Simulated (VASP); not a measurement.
# HfC53 (a cell with a defect) in VASP: electric field gradients with PBE

Aim: the electric field gradients of HfC53 (a cell with a defect) with PBE.

All numbers are computed with VASP 6.6.1; they aren't measurements. Logs are shortened: lines on timing, memory, paths and dates and some standing lists are left out, and cuts for length are marked.

### 1 The cell of the first run

The cell holds a defect, 54 atoms: a = 7.566 Å, b = 7.566 Å, c = 7.566 Å, α = 60.00°, β = 60.00°, γ = 60.00°.

### 2 Electric field gradients, PBE

Contents of INCAR:

```
SYSTEM = HfC53
ALGO = Normal
EDIFF = 1E-8
ENCUT = 520
GGA = PE
ISIF = 2
ISMEAR = -1
LASPH = .True.
LCHARG = .False.
LEFG = .True.
LREAL = Auto
LWAVE = .False.
NBANDS = 144
NELM = 80
PREC = Accurate
SIGMA = 0.01
```

Contents of KPOINTS:

```
k-points
0
Gamma
  3 3 3
  0 0 0
```

Contents of POSCAR:

```
HfC53
1.0
    0.0000000000      5.3501100000      5.3501100000
    5.3501100000      0.0000000000      5.3501100000
    5.3501100000      5.3501100000      0.0000000000
Hf C
1 53
Direct
    0.0000000000      0.0000000000      0.0000000000
    0.0000000000      0.0000000000      0.3333333333
    0.0000000000      0.0000000000      0.6666666667
    0.0000000000      0.3333333333      0.0000000000
    0.0000000000      0.3333333333      0.3333333333
    0.0000000000      0.3333333333      0.6666666667
    0.0000000000      0.6666666667      0.0000000000
    0.0000000000      0.6666666667      0.3333333333
    0.0000000000      0.6666666667      0.6666666667
    0.3333333333      0.0000000000      0.0000000000
    0.3333333333      0.0000000000      0.3333333333
    0.3333333333      0.0000000000      0.6666666667
    0.3333333333      0.3333333333      0.0000000000
    0.3333333333      0.3333333333      0.3333333333
    0.3333333333      0.3333333333      0.6666666667
    0.3333333333      0.6666666667      0.0000000000
    0.3333333333      0.6666666667      0.3333333333
    0.3333333333      0.6666666667      0.6666666667
    0.6666666667      0.0000000000      0.0000000000
    0.6666666667      0.0000000000      0.3333333333
    0.6666666667      0.0000000000      0.6666666667
    0.6666666667      0.3333333333      0.0000000000
    0.6666666667      0.3333333333      0.3333333333
    0.6666666667      0.3333333333      0.6666666667
    0.6666666667      0.6666666667      0.0000000000
    0.6666666667      0.6666666667      0.3333333333
    0.6666666667      0.6666666667      0.6666666667
    0.0833333333      0.0833333333      0.0833333333
    0.0833333333      0.0833333333      0.4166666667
    0.0833333333      0.0833333333      0.7500000000
    0.0833333333      0.4166666667      0.0833333333
    0.0833333333      0.4166666667      0.4166666667
    0.0833333333      0.4166666667      0.7500000000
    0.0833333333      0.7500000000      0.0833333333
    0.0833333333      0.7500000000      0.4166666667
    0.0833333333      0.7500000000      0.7500000000
    0.4166666667      0.0833333333      0.0833333333
    0.4166666667      0.0833333333      0.4166666667
    0.4166666667      0.0833333333      0.7500000000
    0.4166666667      0.4166666667      0.0833333333
    0.4166666667      0.4166666667      0.4166666667
    0.4166666667      0.4166666667      0.7500000000
    0.4166666667      0.7500000000      0.0833333333
    0.4166666667      0.7500000000      0.4166666667
    0.4166666667      0.7500000000      0.7500000000
    0.7500000000      0.0833333333      0.0833333333
    0.7500000000      0.0833333333      0.4166666667
    0.7500000000      0.0833333333      0.7500000000
    0.7500000000      0.4166666667      0.0833333333
    0.7500000000      0.4166666667      0.4166666667
    0.7500000000      0.4166666667      0.7500000000
    0.7500000000      0.7500000000      0.0833333333
    0.7500000000      0.7500000000      0.4166666667
    0.7500000000      0.7500000000      0.7500000000
```

Potentials or basis: VASP PAW PBE potentials, release 64 (Hf_pv, C).

On the command line:

```bash
$ cat potpaw_PBE.64/Hf_pv/POTCAR potpaw_PBE.64/C/POTCAR > POTCAR
$ mpirun -np 1 vasp_std > vasp.out
```

OUTCAR:

```text
SYSTEM = HfC53
   EDIFF = 1E-8
   ENCUT = 520
   GGA = PE
   ISIF = 2
   ISMEAR = -1
   LASPH = .True.
   LREAL = Auto
   NELM = 80
   PREC = Accurate

 ion  position               nearest neighbor table
   1  0.000  0.000  0.000-  28 1.54  30 1.54  34 1.54  46 1.54   7 2.52   8 2.52  10 2.52  12 2.52
                            16 2.52  19 2.52  20 2.52  22 2.52   2 2.52   3 2.52   4 2.52   6 2.52
   2  0.000  0.000  0.333-  28 1.54  29 1.54  35 1.54  47 1.54   1 2.52
   3  0.000  0.000  0.667-  30 1.54  29 1.54  36 1.54  48 1.54   1 2.52
   4  0.000  0.333  0.000-  28 1.54  31 1.54  33 1.54  49 1.54   1 2.52
   5  0.000  0.333  0.333-  29 1.54  31 1.54  50 1.54  32 1.54
   6  0.000  0.333  0.667-  30 1.54  32 1.54  33 1.54  51 1.54   1 2.52
   7  0.000  0.667  0.000-  34 1.54  31 1.54  36 1.54  52 1.54   1 2.52
   8  0.000  0.667  0.333-  32 1.54  34 1.54  35 1.54  53 1.54   1 2.52
   9  0.000  0.667  0.667-  36 1.54  35 1.54  33 1.54  54 1.54
  10  0.333  0.000  0.000-  28 1.54  37 1.54  39 1.54  43 1.54   1 2.52
  11  0.333  0.000  0.333-  29 1.54  37 1.54  44 1.54  38 1.54
  12  0.333  0.000  0.667-  30 1.54  38 1.54  39 1.54  45 1.54   1 2.52
  13  0.333  0.333  0.000-  31 1.54  37 1.54  42 1.54  40 1.54
  14  0.333  0.333  0.333-  32 1.54  38 1.54  40 1.54  41 1.54
  15  0.333  0.333  0.667-  33 1.54  39 1.54  41 1.54  42 1.54
  16  0.333  0.667  0.000-  34 1.54  40 1.54  43 1.54  45 1.54   1 2.52
  17  0.333  0.667  0.333-  35 1.54  41 1.54  43 1.54  44 1.54
  18  0.333  0.667  0.667-  36 1.54  42 1.54  44 1.54  45 1.54
[... 22 lines left out ...]
  41  0.417  0.417  0.417-  15 1.54  17 1.54  23 1.54  14 1.54
  42  0.417  0.417  0.750-  13 1.54  18 1.54  24 1.54  15 1.54
  43  0.417  0.750  0.083-  10 1.54  16 1.54  17 1.54  25 1.54   1 2.96
  44  0.417  0.750  0.417-  11 1.54  18 1.54  26 1.54  17 1.54
  45  0.417  0.750  0.750-  12 1.54  16 1.54  18 1.54  27 1.54   1 2.96
  46  0.750  0.083  0.083-  19 1.54   1 1.54  20 1.54  22 1.54
  47  0.750  0.083  0.417-   2 1.54  20 1.54  21 1.54  23 1.54   1 2.96
  48  0.750  0.083  0.750-  21 1.54  19 1.54   3 1.54  24 1.54   1 2.96
  49  0.750  0.417  0.083-   4 1.54  22 1.54  23 1.54  25 1.54   1 2.96
  50  0.750  0.417  0.417-   5 1.54  24 1.54  26 1.54  23 1.54
  51  0.750  0.417  0.750-   6 1.54  22 1.54  24 1.54  27 1.54   1 2.96
  52  0.750  0.750  0.083-  25 1.54  19 1.54   7 1.54  26 1.54   1 2.96
  53  0.750  0.750  0.417-   8 1.54  20 1.54  26 1.54  27 1.54   1 2.96
  54  0.750  0.750  0.750-  27 1.54  21 1.54  25 1.54   9 1.54

  LATTYP: Found a face centered cubic cell.
 ALAT       =    10.7002200000

  Lattice vectors:

 A1 = (   0.0000000000,   5.3501100000,   5.3501100000)
 A2 = (   5.3501100000,   0.0000000000,   5.3501100000)
 A3 = (   5.3501100000,   5.3501100000,   0.0000000000)

Analysis of symmetry for initial positions (statically):
=====================================================================
 Subroutine PRICEL returns:
 Original cell was already a primitive cell.

 Routine SETGRP: Setting up the symmetry group for a
 face centered cubic supercell.

 Subroutine GETGRP returns: Found 24 space group operations
 (whereof 24 operations were pure point group operations)
 out of a pool of 48 trial point group operations.

The static configuration has the point symmetry T_d .

Analysis of symmetry for dynamics (positions and initial velocities):
=====================================================================
 Subroutine PRICEL returns:
 Original cell was already a primitive cell.

 Routine SETGRP: Setting up the symmetry group for a
 face centered cubic supercell.

 Subroutine GETGRP returns: Found 24 space group operations
 (whereof 24 operations were pure point group operations)
 out of a pool of 48 trial point group operations.

The dynamic configuration has the point symmetry T_d .

 Subroutine INISYM returns: Found 24 space group operations
 (whereof 24 operations are pure point group operations),
 and found     1 'primitive' translations

----------------------------------------------------------------------------------------

                                     Primitive cell

[... 185 lines left out ...]
   NUPDOWN=      -1.0000    fix difference up-down
   EMIN   =  10.00;   EMAX   =-10.00  energy-range for DOS
   EFERMI =   0.00;   METHOD = LEGACY
   ISMEAR =    -1;   SIGMA  =   0.01  broadening in eV -4-tet -1-fermi 0-gaus
   EFERMI_NEDOS =   21; number of points for ismear=-14 and -15
   IALGO  =     38    algorithm
   IMIX   =      4    mixing-type and parameters
     AMIX     =   0.40;   BMIX     =  1.00
     AMIX_MAG =   1.60;   BMIX_MAG =  1.00
  volume/ion in A,a.u.               =       5.67        38.28
  Fermi-wavevector in a.u.,A,eV,Ry     =   1.470573  2.778979 29.423735  2.162584
  Thomas-Fermi vector in A             =   2.585813
   LORBIT       =      0    0 simple, 1 ext, 2 COOP (PROOUT), +10 PAW based schemes
   GGA     = PE    functional components
   LHFCALC =     F    Hartree Fock is set to
   AEXX    =    0.0000 exact exchange contribution
   IVDW    =     0    specifies the selected vdW correction
   LEPSILON=     F    determine dielectric tensor
   LRPA    =     F    only Hartree local field effects (RPA)
 non-spin polarized calculation
  energy-cutoff  :      520.00
  volume of cell :      306.28
 maximum number of plane-waves:      8291
   NGX = 29   NGY = 29   NGZ = 29

 number of electron     222.0000003 magnetization

 Free energy of the ion-electron system (eV)
  ---------------------------------------------------
  ext. energy  EPLUGINS =         0.00000000
  ---------------------------------------------------
  free energy    TOTEN  =      -457.87059153 eV

  energy without entropy =     -457.87059153  energy(sigma->0) =     -457.87059153

 E-fermi :  10.6867     XC(G=0): -13.3825

 val. band max:       10.3394970223   @ k =   0.3333   0.3333   0.0000
 cond. band min:      12.3566672068   @ k =   0.0000   0.0000   0.0000
 fundamental gap:      2.0171701845
 Fermi energy:        10.6867327271

 k-point     1 :       0.0000    0.0000    0.0000
  band No.  band energies     occupation
      1     -19.3967      2.00000
      2     -19.3967      2.00000
      3     -19.3967      2.00000
      4     -11.5351      2.00000
      5      -8.6634      2.00000
      6      -8.6634      2.00000
[... 493 lines left out ...]
    122      16.3327      0.00000
    123      16.5366      0.00000
 [bands above 123 left out]

------------------------ aborting loop because EDIFF is reached ----------------------------------------

  FORCE on cell =-STRESS in cart. coord.  units (eV):
  Direction    XX          YY          ZZ          XY          YZ          ZX
  --------------------------------------------------------------------------------------
  -------------------------------------------------------------------------------------
  Total       80.9381521     80.9381521     80.9381521      0.0000000     -0.0000000     -0.0000000
  in kB      423.3950120    423.3950120    423.3950120      0.0000000     -0.0000000     -0.0000000
  external PRESSURE =     423.3950120 kB  Pullay stress =       0.0000000 kB

 VOLUME and BASIS-vectors are now :
 -----------------------------------------------------------------------------
  energy-cutoff  :      520.00
  volume of cell :      306.28
      direct lattice vectors                 reciprocal lattice vectors
     0.000000000  5.350110000  5.350110000    -0.093456022  0.093456022  0.093456022
     5.350110000  0.000000000  5.350110000     0.093456022 -0.093456022  0.093456022
     5.350110000  5.350110000  0.000000000     0.093456022  0.093456022 -0.093456022

 POSITION                                       TOTAL-FORCE (eV/Angst)
 -----------------------------------------------------------------------------------
      0.00000      0.00000      0.00000        -0.000000      0.000000      0.000000
      1.78337      1.78337      0.00000         0.451593      0.451593      0.355008
      3.56674      3.56674      0.00000        -0.451593     -0.451593      0.355008
      1.78337      0.00000      1.78337         0.451593      0.355008      0.451593
      3.56674      1.78337      1.78337         0.021602     -0.021602     -0.021602
      5.35011      3.56674      1.78337        -0.355008     -0.451593      0.451593
[... 46 lines left out ...]
      6.24180      6.24180      8.02516         0.021218      0.021218     -0.134803
      8.02516      8.02516      8.02516        -0.000000      0.000000      0.000000
 -----------------------------------------------------------------------------------
    total drift:                                0.000000      0.000000      0.000000

  FREE ENERGIE OF THE ION-ELECTRON SYSTEM (eV)
  ---------------------------------------------------
  free  energy   TOTEN  =      -457.8705915268 eV

  energy  without entropy=     -457.8705915268  energy(sigma->0) =     -457.87059153

 Electric field gradients (V/A^2)
---------------------------------------------------------------------
 ion       V_xx      V_yy      V_zz      V_xy      V_xz      V_yz
---------------------------------------------------------------------
   1      -0.000    -0.000     0.000    -0.001    -0.001    -0.001
   2       1.428     1.428    -2.857     3.647    -1.936    -1.936
   3       1.428     1.428    -2.857     3.647     1.936     1.936
   4       1.428    -2.857     1.428    -1.936     3.647    -1.936
   5      -0.000     0.000     0.000    -0.147    -0.147     0.148
   6      -2.858     1.429     1.429    -1.936     1.937    -3.647
[... 46 lines left out ...]
  53       0.364     0.364    -0.727    -0.788    -0.311    -0.311
  54       0.000    -0.000    -0.000     0.001     0.001     0.001
---------------------------------------------------------------------

 Electric field gradients after diagonalization (V/A^2)
 (convention: |V_zz| > |V_xx| > |V_yy|)
----------------------------------------------------------------------
 ion       V_xx      V_yy      V_zz     asymmetry (V_yy - V_xx)/ V_zz
----------------------------------------------------------------------
   1       0.001     0.001    -0.001       0.000
   2      -3.710    -2.219     5.929       0.252
   3      -3.710    -2.219     5.929       0.252
   4      -3.710    -2.219     5.929       0.252
   5      -0.148    -0.147     0.295       0.001
   6      -3.711    -2.218     5.929       0.252
[... 46 lines left out ...]
  53      -1.041    -0.110     1.151       0.809
  54      -0.001    -0.001     0.001       0.000
----------------------------------------------------------------------

           NMR quadrupolar parameters

 Cq : quadrupolar parameter    Cq=e*Q*V_zz/h
 eta: asymmetry parameters     (V_yy - V_xx)/ V_zz
 Q  : nuclear electric quadrupole moment in mb (millibarn)
----------------------------------------------------------------------
 ion       Cq(MHz)       eta       Q (mb)
----------------------------------------------------------------------
   1      -0.000       0.000       1.000
   2       0.014       0.252       1.000
   3       0.014       0.252       1.000
   4       0.014       0.252       1.000
   5       0.001       0.001       1.000
   6       0.014       0.252       1.000
[... 46 lines left out ...]
  53       0.003       0.809       1.000
  54       0.000       0.000       1.000
----------------------------------------------------------------------
```

Wall time 5.4 min (1 thread of Intel Xeon Platinum 8375C at 2.90GHz (Ice Lake), shared host); peak memory 0.48 GiB.

Results:

* Free energy: -457.8706 eV
* Pressure: 42.3 GPa
* Largest force: 31.217 eV/Å
* Band gap on the k mesh: 2.02 eV
* Largest electric field gradient by atom: Hf +0.0; C +5.9, +0.3, -0.2, -0.4, -44.6, +1.7, +1.2, -0.7, -0.0 (each value once) V/Å²

Forces in eV/Å, atoms in the order of the input:
```
Hf    0.000   0.000   0.000
C     0.452   0.452   0.355
C    -0.452  -0.452   0.355
C     0.452   0.355   0.452
C     0.022  -0.022  -0.022
C    -0.355  -0.452   0.452
C    -0.452   0.355  -0.452
C    -0.355   0.452  -0.452
C    -0.002   0.002   0.002
C     0.355   0.452   0.452
C    -0.022   0.022  -0.022
C    -0.452  -0.355   0.452
C    -0.022  -0.022   0.022
C     0.022   0.022   0.022
C     0.000   0.000   0.010
C    -0.452   0.452  -0.355
C     0.000   0.010   0.000
C    -0.010   0.000   0.000
C     0.355  -0.452  -0.452
C     0.452  -0.355  -0.452
C     0.002  -0.002   0.002
C     0.452  -0.452  -0.355
C     0.010   0.000   0.000
C     0.000  -0.010   0.000
C     0.002   0.002  -0.002
C     0.000   0.000  -0.010
C    -0.002  -0.002  -0.002
C    18.023  18.023  18.023
C     0.000   0.000  -0.136
C   -18.023 -18.023  18.023
C     0.000  -0.136   0.000
C     0.136   0.000   0.000
C     0.021  -0.021   0.135
C   -18.023  18.023 -18.023
C     0.021   0.135  -0.021
C    -0.135  -0.021  -0.021
C    -0.136   0.000   0.000
C     0.000   0.136   0.000
C    -0.021   0.021   0.135
C     0.000   0.000   0.136
C    -0.030  -0.030  -0.030
C     0.030   0.030  -0.030
C    -0.021   0.135   0.021
C     0.030  -0.030   0.030
C    -0.135   0.021   0.021
C    18.023 -18.023 -18.023
C     0.135   0.021  -0.021
C    -0.021  -0.135  -0.021
C     0.135  -0.021   0.021
C    -0.030   0.030   0.030
C     0.021  -0.135   0.021
C    -0.021  -0.021  -0.135
C     0.021   0.021  -0.135
C     0.000   0.000   0.000
```

Electric field gradients, principal values (V/Å²):
```
atom   least  middle  greatest (by size)
1 Hf  -0.001   0.001               0.001
 2 C  -2.219  -3.710               5.929
 3 C  -2.219  -3.710               5.929
 4 C  -2.219  -3.710               5.929
 5 C  -0.147  -0.148               0.295
 6 C  -2.218  -3.711               5.929
 7 C  -2.219  -3.710               5.929
 8 C  -2.218  -3.711               5.929
 9 C   0.111   0.111              -0.222
10 C  -2.219  -3.710               5.929
11 C  -0.147  -0.148               0.295
12 C  -2.218  -3.711               5.929
13 C  -0.147  -0.148               0.295
14 C  -0.148  -0.148               0.296
15 C   0.114   0.273              -0.386
16 C  -2.218  -3.711               5.929
17 C   0.114   0.273              -0.386
18 C   0.114   0.273              -0.387
19 C  -2.219  -3.710               5.929
20 C  -2.218  -3.711               5.929
21 C   0.111   0.111              -0.222
22 C  -2.218  -3.711               5.929
23 C   0.114   0.273              -0.386
24 C   0.114   0.273              -0.387
25 C   0.111   0.111              -0.222
26 C   0.114   0.273              -0.387
27 C   0.110   0.110              -0.221
28 C  22.312  22.312             -44.624
29 C  -0.187  -1.509               1.696
30 C  22.313  22.313             -44.626
31 C  -0.187  -1.509               1.696
32 C  -0.187  -1.509               1.696
33 C  -0.110  -1.042               1.152
34 C  22.313  22.313             -44.626
35 C  -0.110  -1.042               1.152
36 C  -0.109  -1.042               1.151
37 C  -0.187  -1.509               1.696
38 C  -0.187  -1.509               1.696
39 C  -0.110  -1.042               1.152
40 C  -0.187  -1.509               1.696
41 C   0.350   0.350              -0.700
42 C   0.350   0.351              -0.701
43 C  -0.110  -1.042               1.152
44 C   0.350   0.351              -0.701
45 C  -0.110  -1.041               1.151
46 C  22.313  22.313             -44.626
47 C  -0.110  -1.042               1.152
48 C  -0.109  -1.042               1.151
49 C  -0.110  -1.042               1.152
50 C   0.350   0.351              -0.701
51 C  -0.110  -1.041               1.151
52 C  -0.109  -1.042               1.151
53 C  -0.110  -1.041               1.151
54 C  -0.001  -0.001               0.001
```

Caveat: atoms lie so close that the PAW spheres overlap strongly, which falsifies energies and pressures; without QUAD_EFG the Cq values of the log hold for a quadrupole moment of 1 mb, not for the nuclei; spin-orbit coupling is left out, which moves the levels of the heavy elements.
